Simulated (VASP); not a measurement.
Here is a VASP 6.6.1 calculation.

POSCAR

```
AlFe
1.0
    2.9100000000      0.0000000000      0.0000000000
    0.0000000000      2.9100000000      0.0000000000
    0.0000000000      0.0000000000      2.9100000000
Al Fe
1 1
Direct
    0.0000000000      0.0000000000      0.0000000000
    0.5000000000      0.5000000000      0.5000000000
```

The input INCAR.step1:

```
PREC = Accurate ; ENCUT = 520
ISMEAR = -1 ; SIGMA = 0.15
LREAL = False ; LASPH = True
NELM = 150 ; ISPIN = 2
MAGMOM = 0 2.4 ; LMAXMIX = 4
NBANDS = 16 ; GGA = PE
ALGO = Normal ; EDIFF = 1E-4
LWAVE = True ; LCHARG = False
```

The input INCAR.step2:

```
PREC = Accurate ; ENCUT = 520
EDIFF = 1E-6 ; ISMEAR = -1
SIGMA = 0.15 ; LREAL = False
LASPH = True ; NELM = 150
ALGO = Normal ; ISIF = 2
LWAVE = False ; LCHARG = False
ISPIN = 2 ; MAGMOM = 0 2.4
LORBIT = 11 ; LMAXMIX = 4
METAGGA = R2SCAN ; LMIXTAU = True
NBANDS = 16 ; ISTART = 1
```

KPOINTS

```
Automatic mesh
0
Gamma
  9 9 9
```

Potentials or basis: VASP PAW PBE potentials, release 64 (Al, Fe).

Run with:

```sh
$ cat potpaw_PBE.64/Al/POTCAR potpaw_PBE.64/Fe/POTCAR > POTCAR
$ cp INCAR.step1 INCAR
$ mpirun -np 1 vasp_std > vasp.out
$ cp INCAR.step2 INCAR
$ mpirun -np 1 vasp_std > vasp.out
```

Estimate the site moments.

Al -0.05; Fe +1.00 μB.

Predict the net moment.

0.89 μB per cell.
